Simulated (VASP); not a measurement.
# Ga2S (Cmme) in VASP: a series of runs, part 2 of 2

VASP 6.6.1. The steps go on from the part before.

### Step 3. Single point, PBE (25.27 Å³/atom)

This run uses another cell than the first one, of 25.27 Å³/atom.

Input file INCAR:

```
  PREC = Accurate
  ENCUT = 500
  EDIFF = 1E-6
  ISMEAR = 0
  SIGMA = 0.1
  LREAL = F
  LASPH = T
  NELM = 120
  ALGO = Normal
  ISIF = 2
  LWAVE = F
  LCHARG = F
  GGA = PE
  NBANDS = 41
  GGA_COMPAT = F
```

Input file KPOINTS:

```
regular mesh
0
Gamma
  6 6 8
```

Input file POSCAR:

```
Ga2S
1.0
    3.5083908650     -4.3503649699      0.0000000000
    3.5083908650      4.3503649699      0.0000000000
    0.0000000000      0.0000000000      4.9678275808
Ga S
4 2
Direct
    0.6022886832      0.3977113168      0.6895539794
    0.8977113168      0.1022886832      0.6895539794
    0.3977113168      0.6022886832      0.3104460206
    0.1022886832      0.8977113168      0.3104460206
    0.2500000000      0.2500000000      0.0000000000
    0.7500000000      0.7500000000      0.0000000000
```

Potentials or basis: VASP PAW PBE potentials, release 64 (Ga_d, S).

Started as:

```bash
$ cat potpaw_PBE.64/Ga_d/POTCAR potpaw_PBE.64/S/POTCAR > POTCAR
$ mpirun -np 1 vasp_std > vasp.out
```

OUTCAR:

```text
PREC = Accurate
   ENCUT = 500
   EDIFF = 1E-6
   ISMEAR = 0
   LREAL = F
   LASPH = T
   NELM = 120
   ISIF = 2
   GGA = PE

 ion  position               nearest neighbor table
   1  0.602  0.398  0.690-   5 2.50   6 2.50   2 2.57   3 2.59
   2  0.898  0.102  0.690-   5 2.50   6 2.50   1 2.57   4 2.59
   3  0.398  0.602  0.310-   5 2.50   6 2.50   4 2.57   1 2.59
   4  0.102  0.898  0.310-   5 2.50   6 2.50   3 2.57   2 2.59
   5  0.250  0.250  0.000-   1 2.50   2 2.50   3 2.50   4 2.50
   6  0.750  0.750  0.000-   1 2.50   2 2.50   3 2.50   4 2.50

  LATTYP: Found a base centered orthorhombic cell.
 ALAT       =     7.0167817300
 B/A-ratio  =     1.2399886835
 C/A-ratio  =     0.7079923207

  Lattice vectors:

 A1 = (   3.5083908650,  -4.3503649699,   0.0000000000)
 A2 = (   3.5083908650,   4.3503649699,   0.0000000000)
 A3 = (   0.0000000000,   0.0000000000,   4.9678275808)

Analysis of symmetry for initial positions (statically):
=====================================================================
 Subroutine PRICEL returns:
 Original cell was already a primitive cell.

 Routine SETGRP: Setting up the symmetry group for a
 base centered orthorhombic supercell.

 Subroutine GETGRP returns: Found  8 space group operations
 (whereof  4 operations were pure point group operations)
 out of a pool of  8 trial point group operations.

The static configuration has the point symmetry C_2h.
 The point group associated with its full space group is D_2h.

Analysis of symmetry for dynamics (positions and initial velocities):
=====================================================================
 Subroutine PRICEL returns:
 Original cell was already a primitive cell.

 Routine SETGRP: Setting up the symmetry group for a
 base centered orthorhombic supercell.

 Subroutine GETGRP returns: Found  8 space group operations
 (whereof  4 operations were pure point group operations)
 out of a pool of  8 trial point group operations.

The dynamic configuration has the point symmetry C_2h.
 The point group associated with its full space group is D_2h.
[... 130 lines left out ...]
  Thomas-Fermi vector in A             =   2.362923
   LORBIT       =      0    0 simple, 1 ext, 2 COOP (PROOUT), +10 PAW based schemes
   GGA     = PE    functional components
   LHFCALC =     F    Hartree Fock is set to
   AEXX    =    0.0000 exact exchange contribution
   IVDW    =     0    specifies the selected vdW correction
   LEPSILON=     F    determine dielectric tensor
   LRPA    =     F    only Hartree local field effects (RPA)
 non-spin polarized calculation
 Gauss-broadening in eV      SIGMA  =   0.10
  energy-cutoff  :      500.00
  volume of cell :      151.65
 maximum number of plane-waves:      3880
 NGX is ok and might be reduce to    42
   NGX = 21   NGY = 21   NGZ = 19

 number of electron      64.0000031 magnetization

 Free energy of the ion-electron system (eV)
  ---------------------------------------------------
  ext. energy  EPLUGINS =         0.00000000
  ---------------------------------------------------
  free energy    TOTEN  =       -21.77215480 eV

  energy without entropy =      -21.76841379  energy(sigma->0) =      -21.77028429

 E-fermi :   3.3315     XC(G=0):  -8.8609

 val. band max:        3.3284138496   @ k =   0.3333   0.3333   0.3750
 cond. band min:       3.3696200632   @ k =   0.0000   0.0000   0.0000
 fundamental gap:      0.0412062136
 Fermi energy:         3.3315320925

 k-point     1 :       0.0000    0.0000    0.0000
  band No.  band energies     occupation
      1     -11.9494      2.00000
      2     -11.9436      2.00000
      3     -11.8455      2.00000
      4     -11.7959      2.00000
      5     -11.7807      2.00000
      6     -11.7806      2.00000
[... 1045 lines left out ...]
     40       8.5561      0.00000
     41       8.8782      0.00000

 [... further k-points ...]

------------------------ aborting loop because EDIFF is reached ----------------------------------------

  FORCE on cell =-STRESS in cart. coord.  units (eV):
  Direction    XX          YY          ZZ          XY          YZ          ZX
  --------------------------------------------------------------------------------------
  -------------------------------------------------------------------------------------
  Total       -1.8705965     -1.8512358     -1.8309477      0.0000000     -0.0000000      0.0000000
  in kB      -19.7633480    -19.5587970    -19.3444486      0.0000000     -0.0000000      0.0000000
  external PRESSURE =     -19.5555312 kB  Pullay stress =       0.0000000 kB

 VOLUME and BASIS-vectors are now :
 -----------------------------------------------------------------------------
  energy-cutoff  :      500.00
  volume of cell :      151.65
      direct lattice vectors                 reciprocal lattice vectors
     3.508390865 -4.350364970  0.000000000     0.142515478 -0.114932886  0.000000000
     3.508390865  4.350364970  0.000000000     0.142515478  0.114932886  0.000000000
     0.000000000  0.000000000  4.967827581     0.000000000  0.000000000  0.201295231

 POSITION                                       TOTAL-FORCE (eV/Angst)
 -----------------------------------------------------------------------------------
      3.50839     -0.88999      3.42559         0.000000      0.000464     -0.003179
      3.50839     -3.46038      3.42559         0.000000     -0.000464     -0.003179
      3.50839      0.88999      1.54224         0.000000     -0.000464      0.003179
      3.50839      3.46038      1.54224         0.000000      0.000464      0.003179
      1.75420      0.00000      0.00000         0.000000      0.000000      0.000000
      5.26259      0.00000      0.00000         0.000000      0.000000      0.000000
 -----------------------------------------------------------------------------------
    total drift:                                0.000000     -0.000000      0.000000

  FREE ENERGIE OF THE ION-ELECTRON SYSTEM (eV)
  ---------------------------------------------------
  free  energy   TOTEN  =       -21.7721547963 eV

  energy  without entropy=      -21.7684137912  energy(sigma->0) =      -21.77028429
```

OSZICAR:

```text
N       E                     dE             d eps       ncg     rms          rms(c)
DAV:   1     0.545839777375E+03    0.54584E+03   -0.29342E+04  5627   0.231E+03
DAV:   2     0.661467739067E+02   -0.47969E+03   -0.45727E+03  5634   0.578E+02
DAV:   3    -0.162787846504E+02   -0.82426E+02   -0.79009E+02  6285   0.168E+02
DAV:   4    -0.221155511556E+02   -0.58368E+01   -0.57673E+01  6664   0.447E+01
DAV:   5    -0.223102308207E+02   -0.19468E+00   -0.19442E+00  7180   0.773E+00    0.836E+00
DAV:   6    -0.217847577187E+02    0.52547E+00   -0.87037E-01  8049   0.119E+01    0.561E+00
DAV:   7    -0.217691363506E+02    0.15621E-01   -0.47668E-01  6282   0.351E+00    0.209E+00
DAV:   8    -0.217691339313E+02    0.24193E-05   -0.69110E-02  6689   0.255E+00    0.507E-01
DAV:   9    -0.217711827415E+02   -0.20488E-02   -0.16101E-02  6396   0.125E+00    0.319E-01
DAV:  10    -0.217714874985E+02   -0.30476E-03   -0.26736E-03  7049   0.366E-01    0.165E-01
DAV:  11    -0.217721108484E+02   -0.62335E-03   -0.91285E-04  5757   0.161E-01    0.241E-02
DAV:  12    -0.217721459745E+02   -0.35126E-04   -0.10564E-04  6657   0.710E-02    0.544E-02
DAV:  13    -0.217721550279E+02   -0.90534E-05   -0.46027E-05  5979   0.324E-02    0.616E-03
DAV:  14    -0.217721547963E+02    0.23155E-06   -0.50120E-06  5720   0.124E-02
   1 F= -.21772155E+02 E0= -.21770284E+02  d E =-.374101E-02
```

stdout:

```text
POSCAR found type information on POSCAR GaS
 POSCAR found :  2 types and       6 ions
 scaLAPACK will be used
 LDA part: xc-table for (Slater+PW92), standard interpolation
 POSCAR, INCAR and KPOINTS ok, starting setup
 FFT: planning ... GRIDC
 FFT: planning ... GRID_SOFT
 FFT: planning ... GRID
 WAVECAR not read
 entering main loop
```

It took 6.3 min on 1 thread of Oxide Virtual Turin-like, shared host; peak memory 0.39 GiB.

What came out:

```
Free energy            : -21.7722 eV
Pressure               : -2.0 GPa
Largest force          : 0.003 eV/Å
Band gap on the k mesh : zero (bands 32 and 33 overlap by 0.85 eV)
```

Forces in eV/Å, atoms in the order of the input:
```
Ga   0.000  0.000 -0.003
Ga   0.000  0.000 -0.003
Ga   0.000  0.000  0.003
Ga   0.000  0.000  0.003
S    0.000  0.000  0.000
S    0.000  0.000  0.000
```

Levels at points of the mesh, in eV from the Fermi level:
```tsv
k point	band 29	band 30	band 31	band 32	band 33	band 34	band 35	band 36
(0.00, 0.00, 0.00)	-3.01	-2.75	-1.95	-1.18	0.04	1.11	2.11	2.77
(0.50, 0.00, 0.00)	-3.18	-3.18	-1.24	-1.24	2.03	2.03	2.37	2.37
(0.50, 0.50, 0.00)	-2.59	-2.57	-1.84	-0.54	-0.41	0.33	1.58	2.77
(0.00, 0.00, 0.50)	-2.88	-2.66	-2.28	-0.96	0.85	1.04	1.34	2.91
(0.50, 0.00, 0.50)	-2.57	-2.57	-1.60	-1.60	1.76	1.76	2.78	2.78
(0.50, 0.50, 0.50)	-2.50	-2.46	-0.61	-0.13	0.57	2.50	3.05	3.54
```

### Step 4. Single point, PBE (26.23 Å³/atom)

This run uses another cell than the first one, of 26.23 Å³/atom.

INCAR is that of step 3.

Input file KPOINTS:

```
Automatic mesh
0
Gamma
  6 6 8
```

Input file POSCAR:

```
Ga2S
1.0
    3.5564598241     -4.3973222254      0.0000000000
    3.5564598241      4.3973222254      0.0000000000
    0.0000000000      0.0000000000      5.0313068053
Ga S
4 2
Direct
    0.6015581879      0.3984418121      0.6921448999
    0.8984418121      0.1015581879      0.6921448999
    0.3984418121      0.6015581879      0.3078551001
    0.1015581879      0.8984418121      0.3078551001
    0.2500000000      0.2500000000      0.0000000000
    0.7500000000      0.7500000000      0.0000000000
```

Started as:

```bash
$ cat potpaw_PBE.64/Ga_d/POTCAR potpaw_PBE.64/S/POTCAR > POTCAR
$ mpirun -np 1 vasp_std > vasp.out
```

Run time: 4.6 min. Hardware: 1 thread of Oxide Virtual Turin-like, shared host; peak memory 0.4 GiB.

The run converged. Its results:

| Item | Value |
| --- | --- |
| Free energy | -21.6833 eV |
| Pressure | -3.0 GPa |
| Largest force | 0.005 eV/Å |
| Band gap on the k mesh | zero (bands 32 and 33 overlap by 0.76 eV) |

Forces on the atoms (eV/Å):
```
Ga   0.000  0.001 -0.005
Ga   0.000 -0.001 -0.005
Ga   0.000 -0.001  0.005
Ga   0.000  0.001  0.005
S    0.000  0.000  0.000
S    0.000  0.000  0.000
```

Levels at points of the mesh, in eV from the Fermi level:
```
           k point  band 29  band 30  band 31  band 32  band 33  band 34  band 35  band 36
(0.00, 0.00, 0.00)    -2.96    -2.79    -2.00    -1.14    -0.12     1.11     1.97     2.74
(0.50, 0.00, 0.00)    -3.15    -3.15    -1.26    -1.26     1.90     1.90     2.26     2.26
(0.50, 0.50, 0.00)    -2.62    -2.58    -1.85    -0.53    -0.37     0.31     1.38     2.58
(0.00, 0.00, 0.50)    -2.85    -2.71    -2.27    -0.95     0.72     0.95     1.39     2.87
(0.50, 0.00, 0.50)    -2.55    -2.55    -1.63    -1.63     1.70     1.70     2.58     2.58
(0.50, 0.50, 0.50)    -2.52    -2.50    -0.70    -0.45     0.52     2.44     2.90     3.43
```

### Step 5. Overview

| cell | gap on the mesh (eV) | pressure (GPa) |
| --- | --- | --- |
| a = 5.537, b = 5.537, c = 4.922 Å, angles 90.0, 90.0, 102.4°, 6 atoms, atomic positions A | none | -1.1 |
| a = 5.589, b = 5.589, c = 4.968 Å, angles 90.0, 90.0, 102.2°, 6 atoms, atomic positions B | none | -2.0 |
| a = 5.656, b = 5.656, c = 5.031 Å, angles 90.0, 90.0, 102.1°, 6 atoms, atomic positions C | none | -3.0 |

Alike in all rows: task single point; level PBE; potentials or basis VASP PAW PBE potentials, release 64 (Ga_d, S); no spin polarisation; k mesh 6 × 6 × 8; cutoff (eV) 500; smearing gaussian 0.1 eV.

Total energies depend on the potentials used, so only differences within one code and one set of settings carry meaning.

The gap in the log of VASP goes by the Fermi energy; the results here count the filled bands.